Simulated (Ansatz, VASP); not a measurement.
**In4Ru in VASP and in Ansatz**

Contents of INCAR:

```
ALGO = Normal
EDIFF = 1E-6
EDIFFG = -0.08
ENCUT = 600
GGA = PE
IBRION = 2
ISIF = 3
ISMEAR = 0
LASPH = T
LCHARG = F
LREAL = F
LWAVE = F
NELM = 100
NSW = 36
PREC = Accurate
SIGMA = 0.2
```

The input KPOINTS:

```
k-points
0
Gamma
  4 4 4
```

POSCAR

```
In4Ru
1.0
   -3.0226177500      3.0226177500      3.3056722100
    3.0226177500     -3.0226177500      3.3056722100
    3.0226177500      3.0226177500     -3.3056722100
In Ru
4 1
Direct
    0.3044707100      0.3044707100      0.6089414300
    0.6955292900      0.6955292900      0.3910585700
    0.3044707100      0.6955292900      0.0000000000
    0.6955292900      0.3044707100      0.0000000000
    0.0000000000      0.0000000000      0.0000000000
```

Input for Ansatz:

```yaml
crystal:
  lattice:
    - [-3.02261775, 3.02261775, 3.30567221]
    - [3.02261775, -3.02261775, 3.30567221]
    - [3.02261775, 3.02261775, -3.30567221]
  atoms:
    - { symbol: In, position: [0.30447071, 0.30447071, 0.60894143] }
    - { symbol: In, position: [0.69552929, 0.69552929, 0.39105857] }
    - { symbol: In, position: [0.30447071, 0.69552929, 0.0] }
    - { symbol: In, position: [0.69552929, 0.30447071, 0.0] }
    - { symbol: Ru, position: [0.0, 0.0, 0.0] }
basis:
  ecutwfc: 420
kpoints:
  mp_grid: { grid: [4, 4, 4] }
hamiltonian:
  xc: pbe
scf:
  occupations: { method: gaussian, width: 0.2 }
  lower_state_search: "off"
output:
  forces: true
  stress: true
  eigenvalues: true
relax:
  adjacent_minimum: "off"
  f_tol: 0.08
  max_steps: 16
  cell: { stress_tol: 0.8 }
```

Alike in both runs: task relaxation of cell and atoms; functional PBE; k mesh 4 × 4 × 4; occupations gaussian, width 0.2 eV; no spin polarisation.

|  | VASP | Ansatz |
| --- | --- | --- |
| version | VASP 6.6.1 | Ansatz 0.2.0 |
| potentials or method | VASP PAW PBE potentials, release 64 (In_d, Ru_pv), cutoff 600 eV | scalar-relativistic, plane waves, PAW |
| valence electrons in the cell | 66 | 68 |

VASP gave:

* gap on the k mesh at the Fermi level, each at its own relaxed structure (eV): none
* relaxed volume (Å³/atom): 26.45
* relaxed cell length with the largest relative difference (Å): 5.582

Estimate Ansatz's values.

gap on the k mesh at the Fermi level, each at its own relaxed structure (eV): none; relaxed volume (Å³/atom): 26.13; relaxed cell length with the largest relative difference (Å): 5.562.

A gap of «none» marks a metal or a gap that the smearing closes. VASP's potentials hold 66 valence electrons a cell and Ansatz's 68, so a difference there can come from the potentials and not from the codes.

The k mesh is coarse, so the values compare programs but aren't converged.
